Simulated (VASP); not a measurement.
InP3, 8 atoms in the cell. Symmetry: R-3m, No. 166, trigonal system. The conventional cell has a = 7.133 Å, b = 7.133 Å, c = 9.445 Å, α = 90.00°, β = 90.00°, γ = 120.00°. Within 3.3 Å of In (site symmetry 3m) lie 6 P at 2.53 to 2.75 Å. P (site symmetry m) has 2 P at 2.13 Å and 2 In at 2.53 to 2.75 Å within 2.8 Å.  This cell differs from its parent crystal: strain -0.040 along x and y, -0.040 along z.

| Quantity | Value |
| --- | --- |
| Program | VASP 6.6.1 |
| Task | single point |
| Functional | PBEsol |
| Potentials or basis | VASP PAW PBE potentials, release 64 (In_d, P) |
| Cutoff | 520 eV |
| k mesh | 6 × 6 × 6 |
| Occupations | gaussian, width 0.15 eV |
| Spin | no spin polarisation |
| Dipole correction | no |
| Further INCAR settings | ALGO = Normal; EDIFF = 1e-06; NBANDS = 38 |

Potentials or basis: VASP PAW PBE potentials, release 64 (In_d, P).

Run with:

```console
$ cat potpaw_PBE.64/In_d/POTCAR potpaw_PBE.64/P/POTCAR > POTCAR
$ mpirun -np 1 vasp_std > vasp.out
```

Hardware: 1 thread of AMD EPYC 7R13 (shared host).

Problem. Estimate the wall time of this run.

Solution. Run time: 3.9 min on 1 thread of AMD EPYC 7R13 (shared host), peak memory 0.27 GiB. Counts: scf iterations 15, k points 32.
